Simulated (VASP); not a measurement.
# NiO2 (P-3m1) in VASP: notebook

The runs below take NiO2 through single point, with PBEsol.

All numbers are computed with VASP 6.6.1; they aren't measurements. Logs are shortened: lines on timing, memory, paths and dates and some standing lists are left out, and cuts for length are marked.

## 1. The cell of the first run

Symmetry: P-3m1, No. 164, trigonal system. The conventional cell has a = 2.862 Å, b = 2.862 Å, c = 4.704 Å, α = 90.00°, β = 90.00°, γ = 120.00°. Within 2.5 Å of Ni (site symmetry -3m) lie 6 O at 1.87 Å. Within 2.5 Å of O (site symmetry 3m) lie 3 Ni at 1.87 Å and 3 O at 2.42 Å.

## 2. Single point, PBEsol (11.13 Å³/atom, c/a of the conventional cell at fixed volume 1.6433)

INCAR

```
PREC = Accurate ; ENCUT = 700
EDIFF = 1E-6 ; ISMEAR = 0
SIGMA = 0.05 ; LREAL = False
LASPH = True ; NELM = 120
ALGO = Normal ; ISIF = 2
LWAVE = False ; LCHARG = False
GGA = PS ; NBANDS = 22
GGA_COMPAT = False
```

KPOINTS

```
Automatic mesh
0
Gamma
  12 12 6
```

POSCAR

```
NiO2
1.0
    2.8624235356      0.0000000000      0.0000000000
   -1.4312117678      2.4789314982      0.0000000000
    0.0000000000      0.0000000000      4.7038205961
Ni O
1 2
Direct
    0.0000000000      0.0000000000      0.5000000000
    0.6666666667      0.3333333333      0.6876599244
    0.3333333333      0.6666666667      0.3123400756
```

Potentials or basis: VASP PAW PBE potentials, release 64 (Ni_sv_GW, O).

Started as:

```bash
> cat potpaw_PBE.64/Ni_sv_GW/POTCAR potpaw_PBE.64/O/POTCAR > POTCAR
> mpirun -np 1 vasp_std > vasp.out
```

OUTCAR:

```text
PREC = Accurate
   ENCUT = 700
   EDIFF = 1E-6
   ISMEAR = 0
   LREAL = False
   LASPH = True
   NELM = 120
   ISIF = 2
   GGA = PS

 ion  position               nearest neighbor table
   1  0.000  0.000  0.500-   2 1.87   3 1.87   3 1.87   2 1.87   2 1.87   3 1.87
   2  0.667  0.333  0.688-   1 1.87   1 1.87   1 1.87
   3  0.333  0.667  0.312-   1 1.87   1 1.87   1 1.87

  LATTYP: Found a hexagonal cell.
 ALAT       =     2.8624235356
 C/A-ratio  =     1.6433000000

  Lattice vectors:

 A1 = (   2.8624235356,   0.0000000000,   0.0000000000)
 A2 = (  -1.4312117678,   2.4789314982,   0.0000000000)
 A3 = (   0.0000000000,   0.0000000000,   4.7038205961)

Analysis of symmetry for initial positions (statically):
=====================================================================
 Subroutine PRICEL returns:
 Original cell was already a primitive cell.

 Routine SETGRP: Setting up the symmetry group for a
 hexagonal supercell.

 Subroutine GETGRP returns: Found 12 space group operations
 (whereof 12 operations were pure point group operations)
 out of a pool of 24 trial point group operations.

The static configuration has the point symmetry D_3d.

Analysis of symmetry for dynamics (positions and initial velocities):
=====================================================================
 Subroutine PRICEL returns:
 Original cell was already a primitive cell.

 Routine SETGRP: Setting up the symmetry group for a
 hexagonal supercell.

 Subroutine GETGRP returns: Found 12 space group operations
 (whereof 12 operations were pure point group operations)
 out of a pool of 24 trial point group operations.

The dynamic configuration has the point symmetry D_3d.

 Subroutine INISYM returns: Found 12 space group operations
 (whereof 12 operations are pure point group operations),
 and found     1 'primitive' translations

----------------------------------------------------------------------------------------

                                     Primitive cell

  volume of cell :      33.3771

  direct lattice vectors                    reciprocal lattice vectors
     2.862423536  0.000000000  0.000000000     0.349354310  0.201699805  0.000000000
    -1.431211768  2.478931498  0.000000000     0.000000000  0.403399610  0.000000000
     0.000000000  0.000000000  4.703820596     0.000000000  0.000000000  0.212593142

  length of vectors
     2.862423536  2.862423536  4.703820596     0.403399610  0.403399610  0.212593142

  position of ions in fractional coordinates (direct lattice)
     0.000000000  0.000000000  0.500000000
     0.666666667  0.333333333  0.687659924
     0.333333333  0.666666667  0.312340076

  ion indices of the primitive-cell ions
   primitive index   ion index
                 1           1
                 2           2
                 3           3

----------------------------------------------------------------------------------------

 KPOINTS: Automatic mesh

Automatic generation of k-mesh.
 Grid dimensions read from file:
 generate k-points for:   12   12    6

 Generating k-lattice:

  Cartesian coordinates                     Fractional coordinates (reciprocal lattice)
     0.029112859  0.016808317  0.000000000     0.083333333 -0.000000000  0.000000000
     0.000000000  0.033616634  0.000000000     0.000000000  0.083333333  0.000000000
     0.000000000  0.000000000  0.035432190     0.000000000  0.000000000  0.166666667

  Length of vectors
     0.033616634  0.033616634  0.035432190

  Shift w.r.t. Gamma in fractional coordinates (k-lattice)
     0.000000000  0.000000000  0.000000000

 Subroutine IBZKPT returns following result:
 ===========================================

 Found    100 irreducible k-points:

 Following reciprocal coordinates:
            Coordinates               Weight
  0.000000  0.000000  0.000000      1.000000
  0.083333  0.000000  0.000000      6.000000
  0.166667  0.000000  0.000000      6.000000
  0.250000  0.000000  0.000000      6.000000
  0.333333  0.000000  0.000000      6.000000
  0.416667  0.000000  0.000000      6.000000
[... 16 lines left out ...]
  0.166667  0.000000  0.166667      6.000000
  0.000000  0.166667  0.166667      6.000000
 [... further k-points ...]
   k-points           NKPTS =    100   k-points in BZ     NKDIM =    100   number of bands    NBANDS=     22
   number of dos      NEDOS =    301   number of ions     NIONS =      3
   total plane-waves  NPLWV =  32928
   dimension x,y,z NGX =    28 NGY =   28 NGZ =   42
   dimension x,y,z NGXF=    56 NGYF=   56 NGZF=   84
   ions per type =               1   2
   NGX,Y,Z   is equivalent  to a cutoff of  16.26, 16.26, 14.84 a.u.
   NGXF,Y,Z  is equivalent  to a cutoff of  32.52, 32.52, 29.69 a.u.
 SYSTEM =  unknown system
   PREC   = accura    normal or accurate (medium, high low for compatibility)
   ISTART =      0    job   : 0-new  1-cont  2-samecut
   ICHARG =      2    charge: 1-file 2-atom 10-const
   ISPIN  =      1    spin polarized calculation?
   LNONCOLLINEAR =      F non collinear calculations
   LSORBIT =      F    spin-orbit coupling
   LASPH  =      T    aspherical Exc in radial PAW
   ENCUT  =  700.0 eV  51.45 Ry    7.17 a.u.   6.18  6.18 10.15*2*pi/ulx,y,z
   NELM   =    120;   NELMIN=  2; NELMDL= -5     # of ELM steps
   EDIFF  = 0.1E-05   stopping-criterion for ELM
   LREAL  =      F    real-space projection
   EDIFFG = 0.1E-04   stopping-criterion for IOM
   NSW    =      0    number of steps for IOM
   IBRION =     -1    ionic relax: 0-MD 1-quasi-New 2-CG
   NFREE  =      0    steps in history (QN), initial steepest desc. (CG)
   ISIF   =      2    stress and relaxation
   ISYM   =      2    0-nonsym 1-usesym 2-fastsym
   POTIM  = 0.5000    time-step for ionic-motion
   TEBEG  =    0.0;   TEEND  =   0.0 temperature during run
   PSTRESS=    0.0 pullay stress
   NELECT =      30.0000    total number of electrons
   NUPDOWN=      -1.0000    fix difference up-down
   EMIN   =  10.00;   EMAX   =-10.00  energy-range for DOS
   EFERMI =   0.00;   METHOD = LEGACY
   ISMEAR =     0;   SIGMA  =   0.05  broadening in eV -4-tet -1-fermi 0-gaus
   EFERMI_NEDOS =   21; number of points for ismear=-14 and -15
   IALGO  =     38    algorithm
   IMIX   =      4    mixing-type and parameters
     AMIX     =   0.40;   BMIX     =  1.00
     AMIX_MAG =   1.60;   BMIX_MAG =  1.00
  volume/ion in A,a.u.               =      11.13        75.08
  Fermi-wavevector in a.u.,A,eV,Ry     =   1.579909  2.985596 33.961690  2.496114
  Thomas-Fermi vector in A             =   2.680217
   LORBIT       =      0    0 simple, 1 ext, 2 COOP (PROOUT), +10 PAW based schemes
   GGA     = PS    functional components
   LHFCALC =     F    Hartree Fock is set to
   AEXX    =    0.0000 exact exchange contribution
   IVDW    =     0    specifies the selected vdW correction
   LEPSILON=     F    determine dielectric tensor
   LRPA    =     F    only Hartree local field effects (RPA)
 non-spin polarized calculation
 Gauss-broadening in eV      SIGMA  =   0.05
  energy-cutoff  :      700.00
  volume of cell :       33.38
 maximum number of plane-waves:      1420
 NGX is ok and might be reduce to    28
   NGX = 13   NGY = 13   NGZ = 21

 number of electron      30.0000003 magnetization

 Free energy of the ion-electron system (eV)
  ---------------------------------------------------
  ext. energy  EPLUGINS =         0.00000000
  ---------------------------------------------------
  free energy    TOTEN  =       -19.73069436 eV

  energy without entropy =      -19.73069436  energy(sigma->0) =      -19.73069436

 E-fermi :   2.1808     XC(G=0): -10.7574

 val. band max:        1.6361748674   @ k =   0.0833   0.0000   0.5000
 cond. band min:       2.5254145198   @ k =   0.3333   0.0000   0.3333
 fundamental gap:      0.8892396524
 Fermi energy:         2.1807594452

 k-point     1 :       0.0000    0.0000    0.0000
  band No.  band energies     occupation
      1    -102.3000      2.00000
      2     -62.9239      2.00000
      3     -62.9239      2.00000
      4     -62.5136      2.00000
      5     -18.0553      2.00000
      6     -15.3190      2.00000
[... 14 lines left out ...]
     21      20.3868      0.00000
     22      20.3868      0.00000

 k-point     2 :       0.0833    0.0000    0.0000
  band No.  band energies     occupation
      1    -102.2997      2.00000
      2     -62.9265      2.00000
      3     -62.9245      2.00000
      4     -62.5132      2.00000
      5     -17.9667      2.00000
      6     -15.3373      2.00000
[... 14 lines left out ...]
     21      19.7101      0.00000
     22      20.6199      0.00000

 k-point     3 :       0.1667    0.0000    0.0000
  band No.  band energies     occupation
      1    -102.2991      2.00000
      2     -62.9340      2.00000
      3     -62.9263      2.00000
      4     -62.5122      2.00000
      5     -17.7133      2.00000
      6     -15.3917      2.00000
[... 14 lines left out ...]
     21      18.4573      0.00000
     22      21.2814      0.00000

 k-point     4 :       0.2500    0.0000    0.0000
  band No.  band energies     occupation
      1    -102.2985      2.00000
      2     -62.9443      2.00000
      3     -62.9287      2.00000
      4     -62.5110      2.00000
      5     -17.3329      2.00000
      6     -15.4825      2.00000
[... 14 lines left out ...]
     21      17.3606      0.00000
     22      19.9326      0.00000

 k-point     5 :       0.3333    0.0000    0.0000
  band No.  band energies     occupation
      1    -102.2977      2.00000
      2     -62.9545      2.00000
      3     -62.9313      2.00000
      4     -62.5096      2.00000
      5     -16.8878      2.00000
      6     -15.6122      2.00000
[... 417 lines left out ...]
 k-point    22 :       0.0000    0.0833    0.1667
  band No.  band energies     occupation
      1    -102.2998      2.00000
      2     -62.9265      2.00000
      3     -62.9245      2.00000
      4     -62.5134      2.00000
      5     -17.9514      2.00000
      6     -15.3658      2.00000
[... 14 lines left out ...]
     21      19.7261      0.00000
     22      20.6170      0.00000

 k-point    23 :       0.1667    0.0000    0.1667
  band No.  band energies     occupation
      1    -102.2992      2.00000
      2     -62.9341      2.00000
      3     -62.9263      2.00000
      4     -62.5124      2.00000
      5     -17.6992      2.00000
      6     -15.4153      2.00000
[... 14 lines left out ...]
     21      18.4817      0.00000
     22      21.3276      0.00000

 k-point    24 :       0.0000    0.1667    0.1667
  band No.  band energies     occupation
      1    -102.2993      2.00000
      2     -62.9341      2.00000
      3     -62.9263      2.00000
      4     -62.5124      2.00000
      5     -17.6985      2.00000
      6     -15.4169      2.00000
[... 14 lines left out ...]
     21      18.4904      0.00000
     22      21.1469      0.00000

 [... further k-points ...]

------------------------ aborting loop because EDIFF is reached ----------------------------------------

  FORCE on cell =-STRESS in cart. coord.  units (eV):
  Direction    XX          YY          ZZ          XY          YZ          ZX
  --------------------------------------------------------------------------------------
  -------------------------------------------------------------------------------------
  Total       -1.6509038     -1.6509038      0.4331456      0.0000000      0.0000000     -0.0000000
  in kB      -79.2470662    -79.2470662     20.7919527      0.0000000      0.0000000     -0.0000000
  external PRESSURE =     -45.9007265 kB  Pullay stress =       0.0000000 kB

 VOLUME and BASIS-vectors are now :
 -----------------------------------------------------------------------------
  energy-cutoff  :      700.00
  volume of cell :       33.38
      direct lattice vectors                 reciprocal lattice vectors
     2.862423536  0.000000000  0.000000000     0.349354310  0.201699805  0.000000000
    -1.431211768  2.478931498  0.000000000     0.000000000  0.403399610  0.000000000
     0.000000000  0.000000000  4.703820596     0.000000000  0.000000000  0.212593142

 POSITION                                       TOTAL-FORCE (eV/Angst)
 -----------------------------------------------------------------------------------
      0.00000      0.00000      2.35191         0.000000      0.000000      0.000000
      1.43121      0.82631      3.23463        -0.000000     -0.000000      0.292734
     -0.00000      1.65262      1.46919        -0.000000      0.000000     -0.292734
 -----------------------------------------------------------------------------------
    total drift:                               -0.000000      0.000000      0.000000

  FREE ENERGIE OF THE ION-ELECTRON SYSTEM (eV)
  ---------------------------------------------------
  free  energy   TOTEN  =       -19.7306943609 eV

  energy  without entropy=      -19.7306943609  energy(sigma->0) =      -19.73069436
```

Run time: 2.1 min. Hardware: 1 thread of Intel Xeon Platinum 8259CL at 2.50GHz (Skylake/Cascade Lake), shared host; peak memory 0.27 GiB.

Results:

```
Free energy            : -19.7307 eV
Pressure               : -4.6 GPa
Largest force          : 0.293 eV/Å
Band gap on the k mesh : 0.89 eV (least direct gap 1.21 eV)
```

Forces on the atoms (eV/Å):
```
Ni   0.000  0.000  0.000
O    0.000  0.000  0.293
O    0.000  0.000 -0.293
```

Stress tensor (GPa, compression positive):
```
-7.92  0.00  0.00
 0.00 -7.92  0.00
 0.00  0.00  2.08
```

Caveat: the cell differs from its parent crystal (c/a of the conventional cell at fixed volume 1.6433); the stress differs along the axes, from -8 to 2 GPa; the PAW data sets were made with another functional, which shifts forces and pressure a little; the run has no spin polarisation, though such a crystal can be magnetic.

(Continued in part 2 of 3.)
